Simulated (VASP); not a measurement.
A run of VASP 6.6.1:

INCAR

```
PREC = Accurate
ENCUT = 520
EDIFF = 1E-8
ISMEAR = -1
SIGMA = 0.03
LREAL = False
LASPH = True
NELM = 60
ALGO = Normal
ISIF = 2
LWAVE = False
LCHARG = False
GGA = PE
LEFG = True
NBANDS = 35
```

File KPOINTS:

```
regular mesh
0
Gamma
  4 4 6
```

The input POSCAR:

```
SnO2
1.0
    4.7373500000      0.0473735000      0.0473735000
    0.0473735000      4.7373500000      0.0473735000
    0.0318640000      0.0318640000      3.1864000000
Sn O
2 4
Direct
    0.0000000000      0.0000000000      0.0000000000
    0.5000000000      0.5000000000      0.5000000000
    0.3056200000      0.3056200000      0.0000000000
    0.1943800000      0.8056200000      0.5000000000
    0.6943800000      0.6943800000      0.0000000000
    0.8056200000      0.1943800000      0.5000000000
```

Potentials or basis: VASP PAW PBE potentials, release 64 (Sn_d, O).

Run with:

```console
$ cat potpaw_PBE.64/Sn_d/POTCAR potpaw_PBE.64/O/POTCAR > POTCAR
$ mpirun -np 1 vasp_std > vasp.out
```

Hardware: 1 thread of AMD EPYC 7R13, on a shared host.

Task: How long does it take, and how much memory?

Result: It took 3.3 min on 1 thread of AMD EPYC 7R13, with other jobs on the host, peak memory 0.18 GiB. Counts: scf iterations 19, k points 34.
